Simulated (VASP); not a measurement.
# Pd (Pm-3m) in VASP: notebook

The runs below take Pd through single point, with BLYP.

Everything below comes from runs of VASP 6.6.1. Logs are shortened: lines on timing, memory, paths and dates and some standing lists are left out, and cuts for length are marked.

**1. The cell of the first run**

The structure is cubic, space group Pm-3m (No. 221). Conventional cell: a = 2.558 Å, b = 2.558 Å, c = 2.558 Å, α = 90.00°, β = 90.00°, γ = 90.00°. Pd (site symmetry m-3m) has 6 Pd at 2.56 Å within 3.4 Å.

**2. Single point, BLYP (volume scaled by 0.88)**

The input, INCAR:

```
SYSTEM = Pd
PREC     = Accurate       ! precision mode
ENCUT    = 520            ! plane-wave cutoff, eV
EDIFF    = 1E-7           ! SCF threshold, eV
ISMEAR   = -1             ! smearing method
SIGMA    = 0.1            ! smearing width, eV
LREAL    = .False.        ! projectors in reciprocal space
LASPH    = .True.         ! aspherical terms in the spheres
NELM     = 80             ! most SCF steps
ALGO     = Normal         ! electronic algorithm
ISIF     = 2              ! what is computed and relaxed
LWAVE    = .False.        ! write WAVECAR
LCHARG   = .False.        ! write CHGCAR
GGA      = B5             ! functional
ALDAX    = 1.0          
AGGAX    = 1.0          
AGGAC    = 1.0          
ALDAC    = 0.0          
NBANDS   = 11             ! bands
```

The input, KPOINTS:

```
regular mesh
0
Gamma
  13 13 13
  0 0 0
```

The input, POSCAR:

```
Pd
1.0
    2.5583373998      0.0000000000      0.0000000000
    0.0000000000      2.5583373998      0.0000000000
    0.0000000000      0.0000000000      2.5583373998
Pd
1
Direct
    0.0000000000      0.0000000000      0.0000000000
```

Potentials or basis: VASP PAW PBE potentials, release 64 (Pd).

Command:

```sh
cat potpaw_PBE.64/Pd/POTCAR > POTCAR
mpirun -np 1 vasp_std > vasp.out
```

OUTCAR:

```text
SYSTEM = Pd
   PREC = Accurate
   ENCUT = 520
   EDIFF = 1E-7
   ISMEAR = -1
   LREAL = .False.
   LASPH = .True.
   NELM = 80
   ISIF = 2
   GGA = B5

 ion  position               nearest neighbor table
   1  0.000  0.000  0.000-

  LATTYP: Found a simple cubic cell.
 ALAT       =     2.5583373998

  Lattice vectors:

 A1 = (   2.5583373998,   0.0000000000,   0.0000000000)
 A2 = (   0.0000000000,   2.5583373998,   0.0000000000)
 A3 = (   0.0000000000,   0.0000000000,   2.5583373998)

Analysis of symmetry for initial positions (statically):
=====================================================================
 Subroutine PRICEL returns:
 Original cell was already a primitive cell.

 Routine SETGRP: Setting up the symmetry group for a
 simple cubic supercell.

 Subroutine GETGRP returns: Found 48 space group operations
 (whereof 48 operations were pure point group operations)
 out of a pool of 48 trial point group operations.

The static configuration has the point symmetry O_h .

Analysis of symmetry for dynamics (positions and initial velocities):
=====================================================================
 Subroutine PRICEL returns:
 Original cell was already a primitive cell.

 Routine SETGRP: Setting up the symmetry group for a
 simple cubic supercell.

 Subroutine GETGRP returns: Found 48 space group operations
 (whereof 48 operations were pure point group operations)
 out of a pool of 48 trial point group operations.

The dynamic configuration has the point symmetry O_h .

 Subroutine INISYM returns: Found 48 space group operations
 (whereof 48 operations are pure point group operations),
 and found     1 'primitive' translations

----------------------------------------------------------------------------------------

                                     Primitive cell

  volume of cell :      16.7445

  direct lattice vectors                    reciprocal lattice vectors
     2.558337400  0.000000000  0.000000000     0.390878858  0.000000000  0.000000000
     0.000000000  2.558337400  0.000000000     0.000000000  0.390878858  0.000000000
     0.000000000  0.000000000  2.558337400     0.000000000  0.000000000  0.390878858

  length of vectors
     2.558337400  2.558337400  2.558337400     0.390878858  0.390878858  0.390878858

  position of ions in fractional coordinates (direct lattice)
     0.000000000  0.000000000  0.000000000

  ion indices of the primitive-cell ions
   primitive index   ion index
                 1           1

----------------------------------------------------------------------------------------

 KPOINTS: regular mesh

Automatic generation of k-mesh.
 Grid dimensions read from file:
 generate k-points for:   13   13   13

 Generating k-lattice:

  Cartesian coordinates                     Fractional coordinates (reciprocal lattice)
     0.030067604  0.000000000  0.000000000     0.076923077  0.000000000  0.000000000
     0.000000000  0.030067604  0.000000000     0.000000000  0.076923077  0.000000000
     0.000000000  0.000000000  0.030067604     0.000000000  0.000000000  0.076923077

  Length of vectors
     0.030067604  0.030067604  0.030067604

  Shift w.r.t. Gamma in fractional coordinates (k-lattice)
     0.000000000  0.000000000  0.000000000

 Subroutine IBZKPT returns following result:
 ===========================================

 Found     84 irreducible k-points:

 Following reciprocal coordinates:
            Coordinates               Weight
  0.000000  0.000000  0.000000      1.000000
  0.076923  0.000000  0.000000      6.000000
  0.153846  0.000000  0.000000      6.000000
  0.230769  0.000000  0.000000      6.000000
  0.307692  0.000000  0.000000      6.000000
  0.384615  0.000000  0.000000      6.000000
[... 16 lines left out ...]
  0.307692  0.307692  0.000000     12.000000
  0.384615  0.307692  0.000000     24.000000
 [... further k-points ...]
   k-points           NKPTS =     84   k-points in BZ     NKDIM =     84   number of bands    NBANDS=     11
   number of dos      NEDOS =    301   number of ions     NIONS =      1
   total plane-waves  NPLWV =   8000
   dimension x,y,z NGX =    20 NGY =   20 NGZ =   20
   dimension x,y,z NGXF=    40 NGYF=   40 NGZF=   40
   ions per type =               1
   NGX,Y,Z   is equivalent  to a cutoff of  13.00, 13.00, 13.00 a.u.
   NGXF,Y,Z  is equivalent  to a cutoff of  25.99, 25.99, 25.99 a.u.
 SYSTEM =  Pd
   PREC   = accura    normal or accurate (medium, high low for compatibility)
   ISTART =      0    job   : 0-new  1-cont  2-samecut
   ICHARG =      2    charge: 1-file 2-atom 10-const
   ISPIN  =      1    spin polarized calculation?
   LNONCOLLINEAR =      F non collinear calculations
   LSORBIT =      F    spin-orbit coupling
   LASPH  =      T    aspherical Exc in radial PAW
   ENCUT  =  520.0 eV  38.22 Ry    6.18 a.u.   4.76  4.76  4.76*2*pi/ulx,y,z
   NELM   =     80;   NELMIN=  2; NELMDL= -5     # of ELM steps
   EDIFF  = 0.1E-06   stopping-criterion for ELM
   LREAL  =      F    real-space projection
   EDIFFG = 0.1E-05   stopping-criterion for IOM
   NSW    =      0    number of steps for IOM
   IBRION =     -1    ionic relax: 0-MD 1-quasi-New 2-CG
   NFREE  =      0    steps in history (QN), initial steepest desc. (CG)
   ISIF   =      2    stress and relaxation
   ISYM   =      2    0-nonsym 1-usesym 2-fastsym
   POTIM  = 0.5000    time-step for ionic-motion
   TEBEG  =    0.0;   TEEND  =   0.0 temperature during run
   PSTRESS=    0.0 pullay stress
   NELECT =      10.0000    total number of electrons
   NUPDOWN=      -1.0000    fix difference up-down
   EMIN   =  10.00;   EMAX   =-10.00  energy-range for DOS
   EFERMI =   0.00;   METHOD = LEGACY
   ISMEAR =    -1;   SIGMA  =   0.10  broadening in eV -4-tet -1-fermi 0-gaus
   EFERMI_NEDOS =   21; number of points for ismear=-14 and -15
   IALGO  =     38    algorithm
   IMIX   =      4    mixing-type and parameters
     AMIX     =   0.40;   BMIX     =  1.00
     AMIX_MAG =   1.60;   BMIX_MAG =  1.00
  volume/ion in A,a.u.               =      16.74       113.00
  Fermi-wavevector in a.u.,A,eV,Ry     =   1.378638  2.605249 25.859826  1.900644
  Thomas-Fermi vector in A             =   2.503681
   LORBIT       =      0    0 simple, 1 ext, 2 COOP (PROOUT), +10 PAW based schemes
   GGA     = B5    functional components
   LHFCALC =     F    Hartree Fock is set to
   AEXX    =    0.0000 exact exchange contribution
   IVDW    =     0    specifies the selected vdW correction
   LEPSILON=     F    determine dielectric tensor
   LRPA    =     F    only Hartree local field effects (RPA)
 non-spin polarized calculation
  energy-cutoff  :      520.00
  volume of cell :       16.74
 maximum number of plane-waves:       466
 NGX is ok and might be reduce to    20
   NGX =  9   NGY =  9   NGZ =  9

 number of electron      10.0000000 magnetization

 number of electron       9.9999999 magnetization

 Free energy of the ion-electron system (eV)
  ---------------------------------------------------
  ext. energy  EPLUGINS =         0.00000000
  ---------------------------------------------------
  free energy    TOTEN  =        -3.97462301 eV

  energy without entropy =       -3.93527527  energy(sigma->0) =       -3.95494914

 E-fermi :   8.6209     XC(G=0): -11.6395

 val. band max:        8.6173859597   @ k =   0.1538   0.0000   0.0000
 cond. band min:       8.6221024701   @ k =   0.3846   0.0769   0.0000
 fundamental gap:      0.0047165104
 Fermi energy:         8.6208958649

 k-point     1 :       0.0000    0.0000    0.0000
  band No.  band energies     occupation
      1       2.3662      2.00000
      2       3.6811      2.00000
      3       3.6811      2.00000
      4       8.5829      1.18762
      5       8.5829      1.18761
      6       8.5829      1.18761
      7      25.4983      0.00000
      8      25.4983      0.00000
      9      25.4983      0.00000
     10      32.4640      0.00000
     11      32.4663      0.00000

 k-point     2 :       0.0769    0.0000    0.0000
  band No.  band energies     occupation
      1       2.5249      2.00000
      2       3.7087      2.00000
      3       3.8164      2.00000
      4       8.4694      1.63949
      5       8.4694      1.63949
      6       8.5920      1.14334
      7      24.3345      0.00000
      8      25.7672      0.00000
      9      25.7672      0.00000
     10      31.9883      0.00000
     11      32.5836      0.00000

 k-point     3 :       0.1538    0.0000    0.0000
  band No.  band energies     occupation
      1       2.9290      2.00000
      2       3.7858      2.00000
      3       4.2669      2.00000
      4       8.1674      1.97878
      5       8.1674      1.97878
      6       8.6174      1.01755
      7      22.0645      0.00000
      8      26.5270      0.00000
      9      26.5270      0.00000
     10      30.8877      0.00000
     11      32.5029      0.00000

 k-point     4 :       0.2308    0.0000    0.0000
  band No.  band energies     occupation
      1       3.4066      2.00000
      2       3.8968      2.00000
      3       5.1202      2.00000
      4       7.7683      1.99960
      5       7.7683      1.99960
      6       8.6533      0.83940
      7      19.6659      0.00000
      8      27.6603      0.00000
      9      27.6603      0.00000
     10      29.6432      0.00000
     11      32.2455      0.00000

 k-point     5 :       0.3077    0.0000    0.0000
  band No.  band energies     occupation
      1       3.8422      2.00000
      2       4.0179      2.00000
      3       6.3427      2.00000
      4       7.3738      1.99999
      5       7.3738      1.99999
      6       8.6917      0.66015
      7      17.4049      0.00000
      8      28.5415      0.00000
      9      29.0175      0.00000
     10      29.0175      0.00000
     11      31.7238      0.00000
[... 211 lines left out ...]
 k-point    21 :       0.3846    0.2308    0.0000
  band No.  band energies     occupation
      1       4.4182      2.00000
      2       4.9402      2.00000
      3       6.2175      2.00000
      4       7.1956      2.00000
      5       7.9858      1.99652
      6       9.5919      0.00012
      7      16.3105      0.00000
      8      23.7408      0.00000
      9      28.0257      0.00000
     10      31.0377      0.00000
     11      32.7023      0.00000

 k-point    22 :       0.4615    0.2308    0.0000
  band No.  band energies     occupation
      1       4.5195      2.00000
      2       4.8502      2.00000
      3       6.2905      2.00000
      4       7.0355      2.00000
      5       8.0115      1.99550
      6      11.2357      0.00000
      7      14.3703      0.00000
      8      25.0289      0.00000
      9      26.7124      0.00000
     10      30.1659      0.00000
     11      34.1887      0.00000

 k-point    23 :       0.3077    0.3077    0.0000
  band No.  band energies     occupation
      1       4.4010      2.00000
      2       4.7413      2.00000
      3       6.8267      2.00000
      4       7.5067      1.99997
      5       7.6188      1.99991
      6       8.9349      0.08297
      7      18.2734      0.00000
      8      21.4620      0.00000
      9      28.0577      0.00000
     10      32.0629      0.00000
     11      32.5079      0.00000

 k-point    24 :       0.3846    0.3077    0.0000
  band No.  band energies     occupation
      1       4.3603      2.00000
      2       4.6149      2.00000
      3       7.2663      2.00000
      4       7.3511      1.99999
      5       7.6229      1.99991
      6      10.3662      0.00000
      7      16.6126      0.00000
      8      22.0228      0.00000
      9      26.4866      0.00000
     10      31.4517      0.00000
     11      33.7168      0.00000

 [... further k-points ...]

------------------------ aborting loop because EDIFF is reached ----------------------------------------

  FORCE on cell =-STRESS in cart. coord.  units (eV):
  Direction    XX          YY          ZZ          XY          YZ          ZX
  --------------------------------------------------------------------------------------
  -------------------------------------------------------------------------------------
  Total        1.8840354      1.8840354      1.8840354     -0.0000000     -0.0000000      0.0000000
  in kB      180.2711273    180.2711273    180.2711273     -0.0000000     -0.0000000      0.0000000
  external PRESSURE =     180.2711273 kB  Pullay stress =       0.0000000 kB

 VOLUME and BASIS-vectors are now :
 -----------------------------------------------------------------------------
  energy-cutoff  :      520.00
  volume of cell :       16.74
      direct lattice vectors                 reciprocal lattice vectors
     2.558337400  0.000000000  0.000000000     0.390878858  0.000000000  0.000000000
     0.000000000  2.558337400  0.000000000     0.000000000  0.390878858  0.000000000
     0.000000000  0.000000000  2.558337400     0.000000000  0.000000000  0.390878858

 POSITION                                       TOTAL-FORCE (eV/Angst)
 -----------------------------------------------------------------------------------
      0.00000      0.00000      0.00000         0.000000      0.000000      0.000000
 -----------------------------------------------------------------------------------
    total drift:                               -0.000000      0.000000      0.000000

  FREE ENERGIE OF THE ION-ELECTRON SYSTEM (eV)
  ---------------------------------------------------
  free  energy   TOTEN  =        -3.9746230141 eV

  energy  without entropy=       -3.9352752683  energy(sigma->0) =       -3.95494914
```

Wall time 17 s (1 thread of Intel Xeon Platinum 8259CL at 2.50GHz (Skylake/Cascade Lake), shared host); peak memory 0.13 GiB.

What came out:

| Quantity | Value |
| --- | --- |
| Free energy | -3.9746 eV |
| Pressure | 18.0 GPa |
| Band gap on the k mesh | zero (band 5 reaches 9.81 eV, above the bottom of band 6 at 7.91 eV) |

Levels at points of the mesh, in eV from the Fermi level:
| k point | band 1 | band 2 | band 3 | band 4 | band 5 | band 6 | band 7 | band 8 | band 9 | band 10 |
| --- | --- | --- | --- | --- | --- | --- | --- | --- | --- | --- |
| (0.00, 0.00, 0.00) | -6.25 | -4.94 | -4.94 | -0.04 | -0.04 | -0.04 | 16.88 | 16.88 | 16.88 | 23.84 |

Caveat: the PAW data sets were made with another functional, which shifts forces and pressure a little.

(Part 1 of 2 ends here.)
